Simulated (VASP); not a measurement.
# N2 in VASP: single point with PBE

Aim: the single point of N2 with PBE.

Program: VASP 6.6.1. These are calculated values, not measurements. Logs are shortened: lines on timing, memory, paths and dates and some standing lists are left out, and cuts for length are marked.

## (1) The cell of the first run

The cell holds a molecule in a box, 2 atoms: a = 15.000 Å, b = 15.500 Å, c = 16.000 Å, α = 90.00°, β = 90.00°, γ = 90.00°.

## (2) Single point, PBE

INCAR reads:

```
PREC = Accurate ; ENCUT = 520
EDIFF = 1E-6 ; ISMEAR = 0
SIGMA = 0.005 ; LREAL = False
LASPH = True ; NELM = 120
ALGO = Normal ; ISIF = 2
LWAVE = False ; LCHARG = False
GGA = PE ; ISYM = 0
NBANDS = 12 ; GGA_COMPAT = False
NELMDL = -8
```

KPOINTS reads:

```
Automatic mesh
0
Gamma
  1 1 1
```

POSCAR reads:

```
N
1.0
   15.0000000000      0.0000000000      0.0000000000
    0.0000000000     15.5000000000      0.0000000000
    0.0000000000      0.0000000000     16.0000000000
N
2
Direct
    0.5018589517      0.4990148468      0.4656155973
    0.4981410483      0.5009851532      0.5343844027
```

Potentials or basis: VASP PAW PBE potentials, release 64 (N).

Run with:

```sh
cat potpaw_PBE.64/N/POTCAR > POTCAR
mpirun -np 1 vasp_gam > vasp.out
```

OUTCAR:

```text
PREC = Accurate
   ENCUT = 520
   EDIFF = 1E-6
   ISMEAR = 0
   LREAL = False
   LASPH = True
   NELM = 120
   ISIF = 2
   GGA = PE
   ISYM = 0
   NELMDL = -8

 ion  position               nearest neighbor table
   1  0.502  0.499  0.466-   2 1.10
   2  0.498  0.501  0.534-   1 1.10

IMPORTANT INFORMATION: All symmetrisations will be switched off!
NOSYMM: (Re-)initialisation of all symmetry stuff for point group C_1.

----------------------------------------------------------------------------------------

                                     Primitive cell

  volume of cell :    3720.0000

  direct lattice vectors                    reciprocal lattice vectors
    15.000000000  0.000000000  0.000000000     0.066666667  0.000000000  0.000000000
     0.000000000 15.500000000  0.000000000     0.000000000  0.064516129  0.000000000
     0.000000000  0.000000000 16.000000000     0.000000000  0.000000000  0.062500000

  length of vectors
    15.000000000 15.500000000 16.000000000     0.066666667  0.064516129  0.062500000

  position of ions in fractional coordinates (direct lattice)
     0.501858952  0.499014847  0.465615597
     0.498141048  0.500985153  0.534384403

  ion indices of the primitive-cell ions
   primitive index   ion index
                 1           1
                 2           2

----------------------------------------------------------------------------------------

 KPOINTS: Automatic mesh

Automatic generation of k-mesh.
 Grid dimensions read from file:
 generate k-points for:    1    1    1

 Generating k-lattice:

  Cartesian coordinates                     Fractional coordinates (reciprocal lattice)
     0.066666667  0.000000000  0.000000000     1.000000000  0.000000000  0.000000000
     0.000000000  0.064516129  0.000000000     0.000000000  1.000000000  0.000000000
     0.000000000  0.000000000  0.062500000     0.000000000  0.000000000  1.000000000

  Length of vectors
     0.066666667  0.064516129  0.062500000

  Shift w.r.t. Gamma in fractional coordinates (k-lattice)
     0.000000000  0.000000000  0.000000000

 Subroutine IBZKPT returns following result:
 ===========================================

 Found      1 irreducible k-points:

 Following reciprocal coordinates:
            Coordinates               Weight
  0.000000  0.000000  0.000000      1.000000
   k-points           NKPTS =      1   k-points in BZ     NKDIM =      1   number of bands    NBANDS=     12
   number of dos      NEDOS =    301   number of ions     NIONS =      2
   total plane-waves  NPLWV = ******
   dimension x,y,z NGX =   112 NGY =  120 NGZ =  120
   dimension x,y,z NGXF=   224 NGYF=  240 NGZF=  240
   ions per type =               2
   NGX,Y,Z   is equivalent  to a cutoff of  12.41, 12.87, 12.47 a.u.
   NGXF,Y,Z  is equivalent  to a cutoff of  24.83, 25.74, 24.94 a.u.
 SYSTEM =  unknown system
   PREC   = accura    normal or accurate (medium, high low for compatibility)
   ISTART =      0    job   : 0-new  1-cont  2-samecut
   ICHARG =      2    charge: 1-file 2-atom 10-const
   ISPIN  =      1    spin polarized calculation?
   LNONCOLLINEAR =      F non collinear calculations
   LSORBIT =      F    spin-orbit coupling
   LASPH  =      T    aspherical Exc in radial PAW
   ENCUT  =  520.0 eV  38.22 Ry    6.18 a.u.  27.89 28.82 29.75*2*pi/ulx,y,z
   NELM   =    120;   NELMIN=  2; NELMDL= -8     # of ELM steps
   EDIFF  = 0.1E-05   stopping-criterion for ELM
   LREAL  =      F    real-space projection
   EDIFFG = 0.1E-04   stopping-criterion for IOM
   NSW    =      0    number of steps for IOM
   IBRION =     -1    ionic relax: 0-MD 1-quasi-New 2-CG
   NFREE  =      0    steps in history (QN), initial steepest desc. (CG)
   ISIF   =      2    stress and relaxation
   ISYM   =      0    0-nonsym 1-usesym 2-fastsym
   POTIM  = 0.5000    time-step for ionic-motion
   TEBEG  =    0.0;   TEEND  =   0.0 temperature during run
   PSTRESS=    0.0 pullay stress
   NELECT =      10.0000    total number of electrons
   NUPDOWN=      -1.0000    fix difference up-down
   EMIN   =  10.00;   EMAX   =-10.00  energy-range for DOS
   EFERMI =   0.00;   METHOD = LEGACY
   ISMEAR =     0;   SIGMA  =   0.01  broadening in eV -4-tet -1-fermi 0-gaus
   EFERMI_NEDOS =   21; number of points for ismear=-14 and -15
   IALGO  =     38    algorithm
   IMIX   =      4    mixing-type and parameters
     AMIX     =   0.40;   BMIX     =  1.00
     AMIX_MAG =   1.60;   BMIX_MAG =  1.00
  volume/ion in A,a.u.               =    1860.00     12551.90
  Fermi-wavevector in a.u.,A,eV,Ry     =   0.227629  0.430156  0.704984  0.051815
  Thomas-Fermi vector in A             =   1.017343
   LORBIT       =      0    0 simple, 1 ext, 2 COOP (PROOUT), +10 PAW based schemes
   GGA     = PE    functional components
   LHFCALC =     F    Hartree Fock is set to
   AEXX    =    0.0000 exact exchange contribution
   IVDW    =     0    specifies the selected vdW correction
   LEPSILON=     F    determine dielectric tensor
   LRPA    =     F    only Hartree local field effects (RPA)
 non-spin polarized calculation
 Gauss-broadening in eV      SIGMA  =   0.01
  energy-cutoff  :      520.00
  volume of cell :     3720.00
 maximum number of plane-waves:     50071
 NGX is ok and might be reduce to   112
   NGX = 55   NGY = 57   NGZ = 59

 number of electron      10.0000000 magnetization

 Free energy of the ion-electron system (eV)
  ---------------------------------------------------
  ext. energy  EPLUGINS =         0.00000000
  ---------------------------------------------------
  free energy    TOTEN  =       -16.64242914 eV

  energy without entropy =      -16.64242914  energy(sigma->0) =      -16.64242914

 E-fermi : -10.1285     XC(G=0):  -0.1849

 val. band max:      -10.1832321372   @ k =   0.0000   0.0000   0.0000
 cond. band min:      -1.9840862832   @ k =   0.0000   0.0000   0.0000
 fundamental gap:      8.1991458540
 Fermi energy:       -10.1285413060

 k-point     1 :       0.0000    0.0000    0.0000
  band No.  band energies     occupation
      1     -28.3377      2.00000
      2     -13.4495      2.00000
      3     -11.6051      2.00000
      4     -11.6051      2.00000
      5     -10.1832      2.00000
      6      -1.9841      0.00000
      7      -1.9841      0.00000
      8      -0.1287      0.00000
      9       0.3750      0.00000
     10       0.4847      0.00000
     11       0.5064      0.00000
     12       0.6002      0.00000

------------------------ aborting loop because EDIFF is reached ----------------------------------------

  FORCE on cell =-STRESS in cart. coord.  units (eV):
  Direction    XX          YY          ZZ          XY          YZ          ZX
  --------------------------------------------------------------------------------------
  -------------------------------------------------------------------------------------
  Total       -0.0525004     -0.0559907      1.8275766     -0.0026549      0.0522896     -0.0955404
  in kB       -0.0226115     -0.0241148      0.7871242     -0.0011435      0.0225208     -0.0411486
  external PRESSURE =       0.2467993 kB  Pullay stress =       0.0000000 kB

 VOLUME and BASIS-vectors are now :
 -----------------------------------------------------------------------------
  energy-cutoff  :      520.00
  volume of cell :     3720.00
      direct lattice vectors                 reciprocal lattice vectors
    15.000000000  0.000000000  0.000000000     0.066666667  0.000000000  0.000000000
     0.000000000 15.500000000  0.000000000     0.000000000  0.064516129  0.000000000
     0.000000000  0.000000000 16.000000000     0.000000000  0.000000000  0.062500000

 POSITION                                       TOTAL-FORCE (eV/Angst)
 -----------------------------------------------------------------------------------
      7.52788      7.73473      7.44985         0.088127     -0.048276     -1.738874
      7.47212      7.76527      8.55015        -0.088127      0.048276      1.738874
 -----------------------------------------------------------------------------------
    total drift:                               -0.000000      0.000000     -0.000002

  FREE ENERGIE OF THE ION-ELECTRON SYSTEM (eV)
  ---------------------------------------------------
  free  energy   TOTEN  =       -16.6424291412 eV

  energy  without entropy=      -16.6424291412  energy(sigma->0) =      -16.64242914
```

Wall time 5 min (1 thread of Intel Xeon Platinum 8175M at 2.50GHz (Skylake/Cascade Lake), shared host); peak memory 2 GiB.

What came out:

| Property | Result |
| --- | --- |
| Free energy | -16.6424 eV |
| Largest force | 1.742 eV/Å |
| Gap between the frontier levels | 8.20 eV |

Forces in eV/Å, atoms in the order of the input:
```
N    0.088 -0.048 -1.739
N   -0.088  0.048  1.739
```

Caveat: the standard files for N, O and F lose accuracy on very short bonds.
